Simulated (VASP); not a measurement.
# Ni (P6_3/mmc) in VASP: notebook

Ni is run at these levels: LDA; tasks: single point.

Program: VASP 6.6.1. These are calculated values, not measurements. Logs are shortened: lines on timing, memory, paths and dates and some standing lists are left out, and cuts for length are marked.

### 1 The cell of the first run

Symmetry: P6_3/mmc, No. 194, hexagonal system. The conventional cell has a = 2.398 Å, b = 2.398 Å, c = 3.990 Å, α = 90.00°, β = 90.00°, γ = 120.00°. Within 3.2 Å of Ni (site symmetry -6m2) lie 12 Ni at 2.40 to 2.43 Å.

### 2 Single point, LDA, collinear spin, ferromagnetic start

Contents of INCAR:

```
ALGO = Normal
EDIFF = 1E-6
ENCUT = 520
GGA = CA
ISIF = 2
ISMEAR = 1
ISPIN = 2
LASPH = T
LCHARG = F
LMAXMIX = 4
LORBIT = 11
LREAL = F
LWAVE = F
MAGMOM = 1.5 1.5
NBANDS = 21
NELM = 150
PREC = Accurate
SIGMA = 0.01
```

Contents of KPOINTS:

```
k-points
0
Gamma
  13 13 7
```

Contents of POSCAR:

```
Ni
1.0
    2.3980463859      0.0000000000      0.0000000000
   -1.1990231929      2.0767715298      0.0000000000
    0.0000000000      0.0000000000      3.9896680994
Ni
2
Direct
    0.3333333333      0.6666666667      0.2500000000
    0.6666666667      0.3333333333      0.7500000000
```

Potentials or basis: VASP PAW LDA potentials, release 64 (Ni).

The run is started by

```console
cat potpaw_LDA.64/Ni/POTCAR > POTCAR
mpirun -np 1 vasp_std > vasp.out
```

OUTCAR:

```text
EDIFF = 1E-6
   ENCUT = 520
   GGA = CA
   ISIF = 2
   ISMEAR = 1
   ISPIN = 2
   LASPH = T
   LORBIT = 11
   LREAL = F
   NELM = 150
   PREC = Accurate

 ion  position               nearest neighbor table
   1  0.333  0.667  0.250-   2 2.43   2 2.43   2 2.43   2 2.43   2 2.43   2 2.43
   2  0.667  0.333  0.750-   1 2.43   1 2.43   1 2.43   1 2.43   1 2.43   1 2.43

  LATTYP: Found a hexagonal cell.
 ALAT       =     2.3980463859
 C/A-ratio  =     1.6637159827

  Lattice vectors:

 A1 = (   2.3980463859,   0.0000000000,   0.0000000000)
 A2 = (  -1.1990231929,   2.0767715298,   0.0000000000)
 A3 = (   0.0000000000,   0.0000000000,   3.9896680994)

Analysis of symmetry for initial positions (statically):
=====================================================================
 Subroutine PRICEL returns:
 Original cell was already a primitive cell.

 Routine SETGRP: Setting up the symmetry group for a
 hexagonal supercell.

 Subroutine GETGRP returns: Found 24 space group operations
 (whereof 12 operations were pure point group operations)
 out of a pool of 24 trial point group operations.

The static configuration has the point symmetry D_3d.
 The point group associated with its full space group is D_6h.

Analysis of symmetry for dynamics (positions and initial velocities):
=====================================================================
 Subroutine PRICEL returns:
 Original cell was already a primitive cell.

 Routine SETGRP: Setting up the symmetry group for a
 hexagonal supercell.

 Subroutine GETGRP returns: Found 24 space group operations
 (whereof 12 operations were pure point group operations)
 out of a pool of 24 trial point group operations.

The dynamic configuration has the point symmetry D_3d.
 The point group associated with its full space group is D_6h.

Analysis of structural, dynamic, and magnetic symmetry:
=====================================================================
 Subroutine PRICEL returns:
 Original cell was already a primitive cell.

 Routine SETGRP: Setting up the symmetry group for a
 hexagonal supercell.

 Subroutine GETGRP returns: Found 24 space group operations
 (whereof 12 operations were pure point group operations)
 out of a pool of 24 trial point group operations.

The overall configuration has the point symmetry D_3d.
 The point group associated with its full space group is D_6h.

 Subroutine INISYM returns: Found 24 space group operations
 (whereof 12 operations are pure point group operations),
 and found     1 'primitive' translations

----------------------------------------------------------------------------------------

                                     Primitive cell

  volume of cell :      19.8693

  direct lattice vectors                    reciprocal lattice vectors
     2.398046386  0.000000000  0.000000000     0.417006112  0.240758308  0.000000000
    -1.199023193  2.076771530  0.000000000     0.000000000  0.481516616  0.000000000
     0.000000000  0.000000000  3.989668099     0.000000000  0.000000000  0.250647416

  length of vectors
     2.398046386  2.398048499  3.989668099     0.481517041  0.481516616  0.250647416

  position of ions in fractional coordinates (direct lattice)
     0.333333333  0.666666667  0.250000000
     0.666666667  0.333333333  0.750000000

  ion indices of the primitive-cell ions
   primitive index   ion index
                 1           1
                 2           2

----------------------------------------------------------------------------------------

 KPOINTS: k-points

Automatic generation of k-mesh.
 Grid dimensions read from file:
 generate k-points for:   13   13    7

 Generating k-lattice:

  Cartesian coordinates                     Fractional coordinates (reciprocal lattice)
     0.032077393  0.018519870  0.000000000     0.076923077 -0.000000000  0.000000000
     0.000000000  0.037039740  0.000000000     0.000000000  0.076923077  0.000000000
     0.000000000  0.000000000  0.035806774     0.000000000  0.000000000  0.142857143

  Length of vectors
     0.037039772  0.037039740  0.035806774

  Shift w.r.t. Gamma in fractional coordinates (k-lattice)
     0.000000000  0.000000000  0.000000000

 Subroutine IBZKPT returns following result:
 ===========================================

 Found     84 irreducible k-points:

 Following reciprocal coordinates:
            Coordinates               Weight
  0.000000  0.000000  0.000000      1.000000
  0.076923  0.000000  0.000000      6.000000
  0.153846  0.000000  0.000000      6.000000
  0.230769  0.000000  0.000000      6.000000
  0.307692  0.000000  0.000000      6.000000
  0.384615  0.000000  0.000000      6.000000
[... 16 lines left out ...]
  0.076923  0.000000  0.142857     12.000000
  0.153846  0.000000  0.142857     12.000000
 [... further k-points ...]
   k-points           NKPTS =     84   k-points in BZ     NKDIM =     84   number of bands    NBANDS=     21
   number of dos      NEDOS =    301   number of ions     NIONS =      2
   total plane-waves  NPLWV =   9720
   dimension x,y,z NGX =    18 NGY =   18 NGZ =   30
   dimension x,y,z NGXF=    36 NGYF=   36 NGZF=   60
   ions per type =               2
   NGX,Y,Z   is equivalent  to a cutoff of  12.48, 12.48, 12.50 a.u.
   NGXF,Y,Z  is equivalent  to a cutoff of  24.96, 24.96, 25.00 a.u.
 SYSTEM =  unknown system
   PREC   = accura    normal or accurate (medium, high low for compatibility)
   ISTART =      0    job   : 0-new  1-cont  2-samecut
   ICHARG =      2    charge: 1-file 2-atom 10-const
   ISPIN  =      2    spin polarized calculation?
   LNONCOLLINEAR =      F non collinear calculations
   LSORBIT =      F    spin-orbit coupling
   LASPH  =      T    aspherical Exc in radial PAW
   ENCUT  =  520.0 eV  38.22 Ry    6.18 a.u.   4.46  4.46  7.42*2*pi/ulx,y,z
   NELM   =    150;   NELMIN=  2; NELMDL= -5     # of ELM steps
   EDIFF  = 0.1E-05   stopping-criterion for ELM
   LREAL  =      F    real-space projection
[... 7 lines left out ...]
   TEBEG  =    0.0;   TEEND  =   0.0 temperature during run
   PSTRESS=    0.0 pullay stress
   NELECT =      20.0000    total number of electrons
   NUPDOWN=      -1.0000    fix difference up-down
   EMIN   =  10.00;   EMAX   =-10.00  energy-range for DOS
   EFERMI =   0.00;   METHOD = LEGACY
   ISMEAR =     1;   SIGMA  =   0.01  broadening in eV -4-tet -1-fermi 0-gaus
   EFERMI_NEDOS =   21; number of points for ismear=-14 and -15
   IALGO  =     38    algorithm
   IMIX   =      4    mixing-type and parameters
     AMIX     =   0.40;   BMIX     =  1.00
     AMIX_MAG =   1.60;   BMIX_MAG =  1.00
  volume/ion in A,a.u.               =       9.93        67.04
  Fermi-wavevector in a.u.,A,eV,Ry     =   1.640680  3.100435 36.624569  2.691830
  Thomas-Fermi vector in A             =   2.731277
   LORBIT       =     11    0 simple, 1 ext, 2 COOP (PROOUT), +10 PAW based schemes
   GGA     = CA    functional components
   LHFCALC =     F    Hartree Fock is set to
   AEXX    =    0.0000 exact exchange contribution
   IVDW    =     0    specifies the selected vdW correction
   LEPSILON=     F    determine dielectric tensor
   LRPA    =     F    only Hartree local field effects (RPA)
 spin polarized calculation
 Methfessel and Paxton  Order N= 1 SIGMA  =   0.01
  energy-cutoff  :      520.00
  volume of cell :       19.87
 maximum number of plane-waves:       553
 NGX is ok and might be reduce to    18
   NGX =  9   NGY =  9   NGZ = 15

 number of electron      19.9999985 magnetization       1.1902189

 Free energy of the ion-electron system (eV)
  ---------------------------------------------------
  ext. energy  EPLUGINS =         0.00000000
  ---------------------------------------------------
  free energy    TOTEN  =       -13.10240349 eV

  energy without entropy =      -13.10237862  energy(sigma->0) =      -13.10239520

 E-fermi :  10.4075     XC(G=0): -14.1585

 val. band max:       10.4064337377   @ k =   0.2308   0.0769   0.2857
 cond. band min:      10.4098044785   @ k =   0.3077   0.3077   0.4286
 fundamental gap:      0.0033707408
 Fermi energy:        10.4075364540

 spin component 1

 k-point     1 :       0.0000    0.0000    0.0000
  band No.  band energies     occupation
      1       0.7532      1.00000
      2       5.0486      1.00000
      3       7.7085      1.00000
      4       7.8977      1.00000
      5       7.8977      1.00000
      6       8.1926      1.00000
[... 13 lines left out ...]
     20      38.2172      0.00000
     21      42.2777      0.00000

 k-point     2 :       0.0769    0.0000    0.0000
  band No.  band energies     occupation
      1       0.9761      1.00000
      2       5.1917      1.00000
      3       7.6096      1.00000
      4       7.9679      1.00000
      5       8.0014      1.00000
      6       8.1394      1.00000
[... 520 lines left out ...]
 k-point    24 :       0.1538    0.0000    0.1429
  band No.  band energies     occupation
      1       1.8229      1.00000
      2       5.5112      1.00000
      3       7.4031      1.00000
      4       7.4384      1.00000
      5       7.8639      1.00000
      6       8.1795      1.00000
[... 13 lines left out ...]
     20      39.8127      0.00000
     21      40.7940      0.00000

 [... further k-points ...]

 spin component 2

 k-point     1 :       0.0000    0.0000    0.0000
  band No.  band energies     occupation
      1       0.8027      1.00000
      2       5.4102      1.00000
      3       8.2985      1.00000
      4       8.4720      1.00000
      5       8.4720      1.00000
      6       8.7826      1.00000
[... 13 lines left out ...]
     20      38.3582      0.00000
     21      42.4342      0.00000

 k-point     2 :       0.0769    0.0000    0.0000
  band No.  band energies     occupation
      1       1.0260      1.00000
      2       5.5598      1.00000
      3       8.1821      1.00000
      4       8.5550      1.00000
      5       8.5790      1.00000
      6       8.7251      1.00000
[... 520 lines left out ...]
 k-point    24 :       0.1538    0.0000    0.1429
  band No.  band energies     occupation
      1       1.8755      1.00000
      2       5.8597      1.00000
      3       7.8124      1.00000
      4       7.9581      1.00000
      5       8.4384      1.00000
      6       8.7300      1.00000
[... 13 lines left out ...]
     20      39.9317      0.00000
     21      40.8723      0.00000

 [... further k-points ...]
[... 5 lines left out ...]
  --------------------------------------------------------------------------------------
  -------------------------------------------------------------------------------------
  Total        0.5375862      0.5375875      0.0690435      0.0000000      0.0000000      0.0000000
  in kB       43.3486555     43.3487574      5.5673752      0.0000000      0.0000000      0.0000000
  external PRESSURE =      30.7549294 kB  Pullay stress =       0.0000000 kB

 VOLUME and BASIS-vectors are now :
 -----------------------------------------------------------------------------
  energy-cutoff  :      520.00
  volume of cell :       19.87
      direct lattice vectors                 reciprocal lattice vectors
     2.398046386  0.000000000  0.000000000     0.417006112  0.240758308  0.000000000
    -1.199023193  2.076771530  0.000000000     0.000000000  0.481516616  0.000000000
     0.000000000  0.000000000  3.989668099     0.000000000  0.000000000  0.250647416

 POSITION                                       TOTAL-FORCE (eV/Angst)
 -----------------------------------------------------------------------------------
     -0.00000      1.38451      0.99742         0.000000     -0.000000      0.000000
      1.19902      0.69226      2.99225        -0.000000      0.000000      0.000000
 -----------------------------------------------------------------------------------
    total drift:                               -0.000000     -0.000000     -0.000000

  FREE ENERGIE OF THE ION-ELECTRON SYSTEM (eV)
  ---------------------------------------------------
  free  energy   TOTEN  =       -13.1024034948 eV

  energy  without entropy=      -13.1023786166  energy(sigma->0) =      -13.10239520

 total charge

# of ion       s       p       d       tot
------------------------------------------
    1        0.539   0.582   8.376   9.497
    2        0.539   0.582   8.376   9.497
--------------------------------------------------
tot          1.079   1.164  16.752  18.994

 magnetization (x)

# of ion       s       p       d       tot
------------------------------------------
    1       -0.004  -0.019   0.617   0.594
    2       -0.004  -0.019   0.617   0.594
--------------------------------------------------
tot         -0.008  -0.038   1.234   1.188
```

Run time: 100 s. Hardware: 1 thread of Intel Xeon 8259CL, shared host; peak memory 0.16 GiB.

What came out:

```
Free energy                                           : -13.1024 eV
Pressure                                              : 3.1 GPa
Net moment                                            : 1.19 μB per cell
Site moments                                          : Ni +0.59 μB
Valence electrons inside the program's atomic spheres : Ni 9.50
```

[end of part 1 of 2]
